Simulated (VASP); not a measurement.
# Hf (P6_3/mmc) in VASP: a series of runs, part 2 of 3

VASP 6.6.1.

## (4) Relaxation of cell and atoms, PBE

Input file INCAR:

```
PREC     = Accurate       # precision mode
ENCUT    = 500            # plane-wave cutoff, eV
EDIFF    = 1E-7           # SCF threshold, eV
ISMEAR   = 0              # smearing method
SIGMA    = 0.1            # smearing width, eV
LREAL    = False          # projectors in reciprocal space
LASPH    = True           # aspherical terms in the spheres
NELM     = 120            # most SCF steps
ALGO     = Normal         # electronic algorithm
ISIF     = 3              # what is computed and relaxed
LWAVE    = False          # write WAVECAR
LCHARG   = False          # write CHGCAR
GGA      = PE             # functional
IBRION   = 2              # ionic algorithm
NSW      = 80             # ionic steps
EDIFFG   = -0.05          # ionic threshold
GGA_COMPAT= False        
NELMIN   = 4
```

Input file KPOINTS:

```
regular mesh
0
Gamma
  6 6 4
```

Input file POSCAR:

```
Hf
1.0
    3.1275633157      0.0000000000      0.0000000000
   -1.5637816578      2.7085492833      0.0000000000
    0.0000000000      0.0000000000      4.9499268103
Hf
2
Direct
    0.3333333333      0.6666666667      0.2500000000
    0.6666666667      0.3333333333      0.7500000000
```

Potentials or basis: VASP PAW PBE potentials, release 64 (Hf_pv).

Run with:

```
$ cat potpaw_PBE.64/Hf_pv/POTCAR > POTCAR
$ mpirun -np 1 vasp_std > vasp.out
```

OUTCAR:

```text
PREC = Accurate
   ENCUT = 500
   EDIFF = 1E-7
   ISMEAR = 0
   LREAL = False
   LASPH = True
   NELM = 120
   ISIF = 3
   GGA = PE
   IBRION = 2
   NSW = 80
   EDIFFG = -0.05
   NELMIN = 4

 ion  position               nearest neighbor table
   1  0.333  0.667  0.250-   2 3.06   2 3.06   2 3.06   2 3.06   2 3.06   2 3.06
   2  0.667  0.333  0.750-   1 3.06   1 3.06   1 3.06   1 3.06   1 3.06   1 3.06

  LATTYP: Found a hexagonal cell.
 ALAT       =     3.1275633157
 C/A-ratio  =     1.5826783699

  Lattice vectors:

 A1 = (   3.1275633157,   0.0000000000,   0.0000000000)
 A2 = (  -1.5637816578,   2.7085492833,   0.0000000000)
 A3 = (   0.0000000000,   0.0000000000,   4.9499268103)

Analysis of symmetry for initial positions (statically):
=====================================================================
 Subroutine PRICEL returns:
 Original cell was already a primitive cell.

 Routine SETGRP: Setting up the symmetry group for a
 hexagonal supercell.

 Subroutine GETGRP returns: Found 24 space group operations
 (whereof 12 operations were pure point group operations)
 out of a pool of 24 trial point group operations.

The static configuration has the point symmetry D_3d.
 The point group associated with its full space group is D_6h.

Analysis of symmetry for dynamics (positions and initial velocities):
=====================================================================
 Subroutine PRICEL returns:
 Original cell was already a primitive cell.

 Routine SETGRP: Setting up the symmetry group for a
 hexagonal supercell.

 Subroutine GETGRP returns: Found 24 space group operations
 (whereof 12 operations were pure point group operations)
 out of a pool of 24 trial point group operations.

The dynamic configuration has the point symmetry D_3d.
 The point group associated with its full space group is D_6h.

 Subroutine INISYM returns: Found 24 space group operations
 (whereof 12 operations are pure point group operations),
 and found     1 'primitive' translations

[... 106 lines left out ...]
   EFERMI_NEDOS =   21; number of points for ismear=-14 and -15
   IALGO  =     38    algorithm
   IMIX   =      4    mixing-type and parameters
     AMIX     =   0.40;   BMIX     =  1.00
     AMIX_MAG =   1.60;   BMIX_MAG =  1.00
  volume/ion in A,a.u.               =      20.97       141.48
  Fermi-wavevector in a.u.,A,eV,Ry     =   1.279099  2.417147 22.260427  1.636095
  Thomas-Fermi vector in A             =   2.411604
   LORBIT       =      0    0 simple, 1 ext, 2 COOP (PROOUT), +10 PAW based schemes
   GGA     = PE    functional components
   LHFCALC =     F    Hartree Fock is set to
   AEXX    =    0.0000 exact exchange contribution
   IVDW    =     0    specifies the selected vdW correction
   LEPSILON=     F    determine dielectric tensor
   LRPA    =     F    only Hartree local field effects (RPA)
 conjugate gradient relaxation of ions
 non-spin polarized calculation
 Gauss-broadening in eV      SIGMA  =   0.10
  energy-cutoff  :      500.00
  volume of cell :       41.93
 maximum number of plane-waves:      1087
 NGX is ok and might be reduce to    24
   NGX = 11   NGY = 11   NGZ = 19

--------------------------------------- Ionic step        1  -------------------------------------------

 number of electron      19.9999995 magnetization

 Free energy of the ion-electron system (eV)
  ---------------------------------------------------
  ext. energy  EPLUGINS =         0.00000000
  ---------------------------------------------------
  free energy    TOTEN  =       -19.75305232 eV

  energy without entropy =      -19.73731325  energy(sigma->0) =      -19.74518279

------------------------ aborting loop because EDIFF is reached ----------------------------------------

  FORCE on cell =-STRESS in cart. coord.  units (eV):
  Direction    XX          YY          ZZ          XY          YZ          ZX
  --------------------------------------------------------------------------------------
  -------------------------------------------------------------------------------------
  Total        2.0813672      2.0813672      2.2390767      0.0000000      0.0000000      0.0000000
  in kB       79.5275605     79.5275605     85.5535297      0.0000000      0.0000000      0.0000000
  external PRESSURE =      81.5362169 kB  Pullay stress =       0.0000000 kB
[... 59 lines left out ...]
--------------------------------------- Ionic step        3  -------------------------------------------

 number of electron      20.0000004 magnetization

 Free energy of the ion-electron system (eV)
  ---------------------------------------------------
  ext. energy  EPLUGINS =         0.00000000
  ---------------------------------------------------
  free energy    TOTEN  =       -19.82727526 eV

  energy without entropy =      -19.80940103  energy(sigma->0) =      -19.81833814

 E-fermi :   4.9263     XC(G=0): -11.2544

 val. band max:        4.9204464795   @ k =   0.3333   0.3333   0.2500
 cond. band min:       4.9378676041   @ k =   0.0000   0.0000   0.2500
 fundamental gap:      0.0174211245
 Fermi energy:         4.9262664865

 k-point     1 :       0.0000    0.0000    0.0000
  band No.  band energies     occupation
      1     -26.1972      2.00000
      2     -25.4816      2.00000
      3     -25.4816      2.00000
      4     -25.3578      2.00000
      5     -25.3578      2.00000
      6     -25.3527      2.00000
      7      -2.4853      2.00000
      8       1.1768      2.00000
      9       5.4797      0.00000
     10       6.0526      0.00000
     11       6.0526      0.00000
     12       6.3108      0.00000
     13       6.8606      0.00000
     14       6.8606      0.00000
[... 367 lines left out ...]
  FREE ENERGIE OF THE ION-ELECTRON SYSTEM (eV)
  ---------------------------------------------------
  free  energy   TOTEN  =       -19.8272752581 eV

  energy  without entropy=      -19.8094010311  energy(sigma->0) =      -19.81833814

 reached required accuracy - stopping structural energy minimisation
```

Run time: 11 s. Hardware: 1 thread of Intel Xeon 6975P-C (Granite Rapids), shared host; peak memory 0.16 GiB.

Results:

| Property | Result |
| --- | --- |
| Free energy | -19.8273 eV |
| Relaxed volume | 22.52 Å³/atom |
| Relaxed cell | a = 3.201 Å, b = 3.201 Å, c = 5.075 Å, α = 90.00°, β = 90.00°, γ = 120.00° |
| Space group after relaxing (to 0.1 Å) | P6_3/mmc (No. 194) |
| Energy gained by relaxing | 37.1 meV/atom |
| Ionic steps | 3 |
| Pressure after relaxing | -0.1 GPa |
| Band gap on the k mesh | zero (bands 10 and 11 overlap by 1.38 eV) |

Step by step:
```csv
step,energy change (eV),largest force (eV/Å),pressure (GPa),volume (Å³)
1,0.0000,0.0000,8.15,41.93
2,0.0188,0.0000,-7.52,48.75
3,-0.0742,0.0000,-0.11,45.03
```

Final structure:
```xyz
2
Lattice="3.2010 0.0000 0.0000 -1.6005 2.7721 0.0000 0.0000 0.0000 5.0749" Properties=species:S:1:pos:R:3 pbc="T T T"
Hf    0.0000    1.8481    1.2687
Hf    1.6005    0.9240    3.8062
```

Levels at points of the mesh, in eV from the Fermi level:
```
           k point  band 8  band 9  band 10  band 11  band 12  band 13
(0.00, 0.00, 0.00)   -3.75    0.55     1.13     1.13     1.38     1.93
(0.50, 0.00, 0.00)   -2.78   -2.26    -0.86     0.76     0.80     1.60
(0.00, 0.00, 0.50)   -5.45    0.09     0.09     1.02     1.02     1.02
(0.50, 0.00, 0.50)   -3.44   -1.03    -1.03     1.11     1.11     2.59
```

Caveat: the k points lie up to 0.38 Å⁻¹ apart in the final cell, too coarse for converged energies and pressures of a metal; spin-orbit coupling is left out, which moves the levels of the heavy elements. PBE usually gives volumes a little too large and moduli too small.

## (5) Single point, PBE

This run uses another cell than the first one, of 22.54 Å³/atom.

Input file INCAR:

```
SYSTEM = Hf
  PREC = Accurate
  ENCUT = 520
  EDIFF = 1E-7
  ISMEAR = 0
  SIGMA = 0.1
  LREAL = .False.
  LASPH = .True.
  NELM = 60
  ALGO = Fast
  ISIF = 2
  LWAVE = .False.
  LCHARG = .True.
  GGA = PE
  LELF = .True.
  LVHAR = .True.
  NBANDS = 17
```

Input file KPOINTS:

```
Automatic mesh
0
Gamma
  18 18 8
  0 0 0
```

Input file POSCAR:

```
Hf
1.0
    3.2048090659      0.0000000000      0.0000000000
   -1.6024045329      2.7754460654      0.0000000000
    0.0000000000      0.0000000000      5.0683690422
Hf
2
Direct
    0.3333333333      0.6666666667      0.2500000000
    0.6666666667      0.3333333333      0.7500000000
```

Run with:

```
$ cat potpaw_PBE.64/Hf_pv/POTCAR > POTCAR
$ mpirun -np 1 vasp_std > vasp.out
```

Wall time 61 s (1 thread of Intel Xeon 6975P-C (Granite Rapids), shared host); peak memory 0.24 GiB.

The run converged. Its results:

* Free energy: -19.8540 eV
* Pressure: -0.5 GPa
* Band gap on the k mesh: zero (bands 10 and 11 overlap by 1.59 eV)

Stress tensor (GPa, compression positive):
```
-0.45  0.00  0.00
 0.00 -0.45  0.00
 0.00  0.00 -0.53
```

Levels at points of the mesh, in eV from the Fermi level:
```tsv
k point	band 8	band 9	band 10	band 11	band 12	band 13
(0.00, 0.00, 0.00)	-3.70	0.61	1.17	1.17	1.45	1.98
(0.50, 0.00, 0.00)	-2.73	-2.21	-0.83	0.78	0.85	1.66
(0.00, 0.00, 0.50)	-5.40	0.14	0.14	1.06	1.06	1.06
(0.50, 0.00, 0.50)	-3.39	-0.98	-0.98	1.14	1.14	2.62
```

Caveat: spin-orbit coupling is left out, which moves the levels of the heavy elements.

(Continued in part 3 of 3.)
